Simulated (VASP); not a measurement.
# MgI2 (single layer cut from the bulk crystal) in VASP: single point with PBE

Aim: the single point of MgI2 (single layer cut from the bulk crystal) with PBE.

Everything below comes from runs of VASP 6.6.1. Logs are shortened: lines on timing, memory, paths and dates and some standing lists are left out, and cuts for length are marked.

## (1) The cell of the first run

The cell holds a slab with vacuum, 3 atoms: a = 4.154 Å, b = 4.154 Å, c = 16.326 Å, α = 90.00°, β = 90.00°, γ = 120.00°.

## (2) Single point, PBE

The input, INCAR:

```
SYSTEM = MgI2
ALGO     = Normal         ! electronic algorithm
EDIFF    = 1E-6           ! SCF threshold, eV
ENCUT    = 520            ! plane-wave cutoff, eV
GGA      = PE             ! functional
ISIF     = 2              ! what is computed and relaxed
ISMEAR   = 0              ! smearing method
LASPH    = .True.         ! aspherical terms in the spheres
LCHARG   = .False.        ! write CHGCAR
LREAL    = .False.        ! projectors in reciprocal space
LWAVE    = .False.        ! write WAVECAR
NBANDS   = 15             ! bands
NELM     = 100            ! most SCF steps
PREC     = Accurate       ! precision mode
SIGMA    = 0.05           ! smearing width, eV
```

The input, KPOINTS:

```
k-points
0
Gamma
  18 18 1
  0 0 0
```

The input, POSCAR:

```
MgI2
1.0
    4.1537001200      0.0000000000      0.0000000000
   -2.0768500600      3.5972098200      0.0000000000
    0.0000000000      0.0000000000     16.3262858800
Mg I
1 2
Direct
    0.0000000000      0.0000000000      0.5000000000
    0.3333333300      0.6666666700      0.3981309700
    0.6666666700      0.3333333300      0.6018690300
```

Potentials or basis: VASP PAW PBE potentials, release 64 (Mg, I).

Command:

```bash
$ cat potpaw_PBE.64/Mg/POTCAR potpaw_PBE.64/I/POTCAR > POTCAR
$ mpirun -np 1 vasp_std > vasp.out
```

OUTCAR:

```text
SYSTEM = MgI2
   EDIFF = 1E-6
   ENCUT = 520
   GGA = PE
   ISIF = 2
   ISMEAR = 0
   LASPH = .True.
   LREAL = .False.
   NELM = 100
   PREC = Accurate

 ion  position               nearest neighbor table
   1  0.000  0.000  0.500-   2 2.92   3 2.92   2 2.92   3 2.92   3 2.92   2 2.92
   2  0.333  0.667  0.398-   1 2.92   1 2.92   1 2.92
   3  0.667  0.333  0.602-   1 2.92   1 2.92   1 2.92

  LATTYP: Found a hexagonal cell.
 ALAT       =     4.1537001200
 C/A-ratio  =     3.9305403395

  Lattice vectors:

 A1 = (   4.1537001200,   0.0000000000,   0.0000000000)
 A2 = (  -2.0768500600,   3.5972098200,   0.0000000000)
 A3 = (   0.0000000000,   0.0000000000,  16.3262858800)

Analysis of symmetry for initial positions (statically):
=====================================================================
 Subroutine PRICEL returns:
 Original cell was already a primitive cell.

 Routine SETGRP: Setting up the symmetry group for a
 hexagonal supercell.

 Subroutine GETGRP returns: Found 12 space group operations
 (whereof 12 operations were pure point group operations)
 out of a pool of 24 trial point group operations.

The static configuration has the point symmetry D_3d.

Analysis of symmetry for dynamics (positions and initial velocities):
=====================================================================
 Subroutine PRICEL returns:
 Original cell was already a primitive cell.

 Routine SETGRP: Setting up the symmetry group for a
 hexagonal supercell.

 Subroutine GETGRP returns: Found 12 space group operations
 (whereof 12 operations were pure point group operations)
 out of a pool of 24 trial point group operations.

The dynamic configuration has the point symmetry D_3d.

 Subroutine INISYM returns: Found 12 space group operations
 (whereof 12 operations are pure point group operations),
 and found     1 'primitive' translations

----------------------------------------------------------------------------------------

                                     Primitive cell

  volume of cell :     243.9430

  direct lattice vectors                    reciprocal lattice vectors
     4.153700120  0.000000000  0.000000000     0.240749205  0.138996618  0.000000000
    -2.076850060  3.597209820  0.000000000     0.000000000  0.277993236  0.000000000
     0.000000000  0.000000000 16.326285880     0.000000000  0.000000000  0.061250918

  length of vectors
     4.153700120  4.153700117 16.326285880     0.277993236  0.277993236  0.061250918

  position of ions in fractional coordinates (direct lattice)
     0.000000000  0.000000000  0.500000000
     0.333333330  0.666666670  0.398130970
     0.666666670  0.333333330  0.601869030

  ion indices of the primitive-cell ions
   primitive index   ion index
                 1           1
                 2           2
                 3           3

----------------------------------------------------------------------------------------

 KPOINTS: k-points

Automatic generation of k-mesh.
 Grid dimensions read from file:
 generate k-points for:   18   18    1

 Generating k-lattice:

  Cartesian coordinates                     Fractional coordinates (reciprocal lattice)
     0.013374956  0.007722034  0.000000000     0.055555556 -0.000000000  0.000000000
     0.000000000  0.015444069  0.000000000     0.000000000  0.055555556  0.000000000
     0.000000000  0.000000000  0.061250918     0.000000000  0.000000000  1.000000000

  Length of vectors
     0.015444069  0.015444069  0.061250918

  Shift w.r.t. Gamma in fractional coordinates (k-lattice)
     0.000000000  0.000000000  0.000000000

 Subroutine IBZKPT returns following result:
 ===========================================

 Found     37 irreducible k-points:

 Following reciprocal coordinates:
            Coordinates               Weight
  0.000000  0.000000  0.000000      1.000000
  0.055556  0.000000  0.000000      6.000000
  0.111111  0.000000  0.000000      6.000000
  0.166667  0.000000  0.000000      6.000000
  0.222222  0.000000  0.000000      6.000000
  0.277778 -0.000000  0.000000      6.000000
[... 16 lines left out ...]
  0.333333  0.111111  0.000000     12.000000
  0.388889  0.111111  0.000000     12.000000
 [... further k-points ...]
   k-points           NKPTS =     37   k-points in BZ     NKDIM =     37   number of bands    NBANDS=     15
   number of dos      NEDOS =    301   number of ions     NIONS =      3
   total plane-waves  NPLWV = 129024
   dimension x,y,z NGX =    32 NGY =   32 NGZ =  126
   dimension x,y,z NGXF=    64 NGYF=   64 NGZF=  252
   ions per type =               1   2
   NGX,Y,Z   is equivalent  to a cutoff of  12.81, 12.81, 12.83 a.u.
   NGXF,Y,Z  is equivalent  to a cutoff of  25.62, 25.62, 25.66 a.u.
 SYSTEM =  MgI2
   PREC   = accura    normal or accurate (medium, high low for compatibility)
   ISTART =      0    job   : 0-new  1-cont  2-samecut
   ICHARG =      2    charge: 1-file 2-atom 10-const
   ISPIN  =      1    spin polarized calculation?
   LNONCOLLINEAR =      F non collinear calculations
   LSORBIT =      F    spin-orbit coupling
   LASPH  =      T    aspherical Exc in radial PAW
   ENCUT  =  520.0 eV  38.22 Ry    6.18 a.u.   7.72  7.72 30.36*2*pi/ulx,y,z
   NELM   =    100;   NELMIN=  2; NELMDL= -5     # of ELM steps
   EDIFF  = 0.1E-05   stopping-criterion for ELM
   LREAL  =      F    real-space projection
   EDIFFG = 0.1E-04   stopping-criterion for IOM
   NSW    =      0    number of steps for IOM
   IBRION =     -1    ionic relax: 0-MD 1-quasi-New 2-CG
   NFREE  =      0    steps in history (QN), initial steepest desc. (CG)
   ISIF   =      2    stress and relaxation
   ISYM   =      2    0-nonsym 1-usesym 2-fastsym
   POTIM  = 0.5000    time-step for ionic-motion
   TEBEG  =    0.0;   TEEND  =   0.0 temperature during run
   PSTRESS=    0.0 pullay stress
   NELECT =      16.0000    total number of electrons
   NUPDOWN=      -1.0000    fix difference up-down
   EMIN   =  10.00;   EMAX   =-10.00  energy-range for DOS
   EFERMI =   0.00;   METHOD = LEGACY
   ISMEAR =     0;   SIGMA  =   0.05  broadening in eV -4-tet -1-fermi 0-gaus
   EFERMI_NEDOS =   21; number of points for ismear=-14 and -15
   IALGO  =     38    algorithm
   IMIX   =      4    mixing-type and parameters
     AMIX     =   0.40;   BMIX     =  1.00
     AMIX_MAG =   1.60;   BMIX_MAG =  1.00
  volume/ion in A,a.u.               =      81.31       548.74
  Fermi-wavevector in a.u.,A,eV,Ry     =   0.660215  1.247625  5.930560  0.435884
  Thomas-Fermi vector in A             =   1.732593
   LORBIT       =      0    0 simple, 1 ext, 2 COOP (PROOUT), +10 PAW based schemes
   GGA     = PE    functional components
   LHFCALC =     F    Hartree Fock is set to
   AEXX    =    0.0000 exact exchange contribution
   IVDW    =     0    specifies the selected vdW correction
   LEPSILON=     F    determine dielectric tensor
   LRPA    =     F    only Hartree local field effects (RPA)
 non-spin polarized calculation
 Gauss-broadening in eV      SIGMA  =   0.05
  energy-cutoff  :      520.00
  volume of cell :      243.94
 maximum number of plane-waves:      6611
 NGX is ok and might be reduce to    32
   NGX = 15   NGY = 15   NGZ = 61

 number of electron      16.0000001 magnetization

 Free energy of the ion-electron system (eV)
  ---------------------------------------------------
  ext. energy  EPLUGINS =         0.00000000
  ---------------------------------------------------
  free energy    TOTEN  =        -7.72482698 eV

  energy without entropy =       -7.72482698  energy(sigma->0) =       -7.72482698

 E-fermi :  -2.5343     XC(G=0):  -3.9883

 val. band max:       -2.7864785623   @ k =   0.0000   0.0000   0.0000
 cond. band min:       0.8717120045   @ k =   0.5000   0.0000   0.0000
 fundamental gap:      3.6581905668
 Fermi energy:        -2.5342794015

 k-point     1 :       0.0000    0.0000    0.0000
  band No.  band energies     occupation
      1     -14.6633      2.00000
      2     -14.1216      2.00000
      3      -5.7804      2.00000
      4      -3.4354      2.00000
      5      -3.0704      2.00000
      6      -3.0704      2.00000
      7      -2.7865      2.00000
      8      -2.7865      2.00000
      9       1.2989      0.00000
     10       2.1390      0.00000
     11       3.1837      0.00000
     12       3.3753      0.00000
     13       3.9379      0.00000
     14       3.9379      0.00000
     15       4.5693      0.00000

 k-point     2 :       0.0556    0.0000    0.0000
  band No.  band energies     occupation
      1     -14.6475      2.00000
      2     -14.1118      2.00000
      3      -5.7658      2.00000
      4      -3.4678      2.00000
      5      -3.1696      2.00000
      6      -3.1130      2.00000
      7      -2.8979      2.00000
      8      -2.7913      2.00000
      9       1.4219      0.00000
     10       2.2786      0.00000
     11       3.1805      0.00000
     12       3.3849      0.00000
     13       3.8594      0.00000
     14       3.9976      0.00000
     15       4.6506      0.00000

 k-point     3 :       0.1111    0.0000    0.0000
  band No.  band energies     occupation
      1     -14.6012      2.00000
      2     -14.0837      2.00000
      3      -5.7256      2.00000
      4      -3.6873      2.00000
      5      -3.3046      2.00000
      6      -3.2216      2.00000
      7      -3.1713      2.00000
      8      -2.8159      2.00000
      9       1.7081      0.00000
     10       2.5974      0.00000
     11       3.1398      0.00000
     12       3.4025      0.00000
     13       3.8354      0.00000
     14       4.1626      0.00000
     15       4.7524      0.00000
[... 343 lines left out ...]
 k-point    23 :       0.3333    0.1111    0.0000
  band No.  band energies     occupation
      1     -14.0796      2.00000
      2     -13.8451      2.00000
      3      -6.0299      2.00000
      4      -5.4373      2.00000
      5      -4.3691      2.00000
      6      -4.0672      2.00000
      7      -3.4816      2.00000
      8      -3.2829      2.00000
      9       1.3889      0.00000
     10       3.0239      0.00000
     11       3.3998      0.00000
     12       3.9102      0.00000
     13       4.4823      0.00000
     14       4.8179      0.00000
     15       5.6338      0.00000

 k-point    24 :       0.3889    0.1111    0.0000
  band No.  band energies     occupation
      1     -14.0036      2.00000
      2     -13.8347      2.00000
      3      -6.1742      2.00000
      4      -5.5523      2.00000
      5      -4.3306      2.00000
      6      -4.1506      2.00000
      7      -3.4811      2.00000
      8      -3.3584      2.00000
      9       1.2437      0.00000
     10       3.0602      0.00000
     11       3.2621      0.00000
     12       3.9252      0.00000
     13       4.3312      0.00000
     14       5.2443      0.00000
     15       6.0127      0.00000

 [... further k-points ...]

------------------------ aborting loop because EDIFF is reached ----------------------------------------

  FORCE on cell =-STRESS in cart. coord.  units (eV):
  Direction    XX          YY          ZZ          XY          YZ          ZX
  --------------------------------------------------------------------------------------
  -------------------------------------------------------------------------------------
  Total        0.6127975      0.6127975      0.4346370     -0.0000000      0.0000000      0.0000000
  in kB        4.0247530      4.0247530      2.8546242     -0.0000000      0.0000000      0.0000000
  external PRESSURE =       3.6347101 kB  Pullay stress =       0.0000000 kB

 VOLUME and BASIS-vectors are now :
 -----------------------------------------------------------------------------
  energy-cutoff  :      520.00
  volume of cell :      243.94
      direct lattice vectors                 reciprocal lattice vectors
     4.153700120  0.000000000  0.000000000     0.240749205  0.138996618  0.000000000
    -2.076850060  3.597209820  0.000000000     0.000000000  0.277993236  0.000000000
     0.000000000  0.000000000 16.326285880     0.000000000  0.000000000  0.061250918

 POSITION                                       TOTAL-FORCE (eV/Angst)
 -----------------------------------------------------------------------------------
      0.00000      0.00000      8.16314         0.000000      0.000000      0.000000
     -0.00000      2.39814      6.50000         0.000000      0.000000     -0.131117
      2.07685      1.19907      9.82629         0.000000      0.000000      0.131117
 -----------------------------------------------------------------------------------
    total drift:                                0.000000     -0.000000      0.000000

  FREE ENERGIE OF THE ION-ELECTRON SYSTEM (eV)
  ---------------------------------------------------
  free  energy   TOTEN  =        -7.7248269778 eV

  energy  without entropy=       -7.7248269778  energy(sigma->0) =       -7.72482698
```

Run time: 2.7 min. Hardware: 1 thread of AMD EPYC 7R13 (Zen 3), shared host; peak memory 0.37 GiB.

What came out:

* Free energy: -7.7248 eV
* Largest force: 0.131 eV/Å
* Band gap on the k mesh: 3.66 eV, indirect (least direct gap 4.09 eV)

Forces on the atoms (eV/Å):
```
Mg   0.000  0.000  0.000
I    0.000  0.000 -0.131
I    0.000  0.000  0.131
```

Caveat: spin-orbit coupling is left out, which moves the levels of the heavy elements.
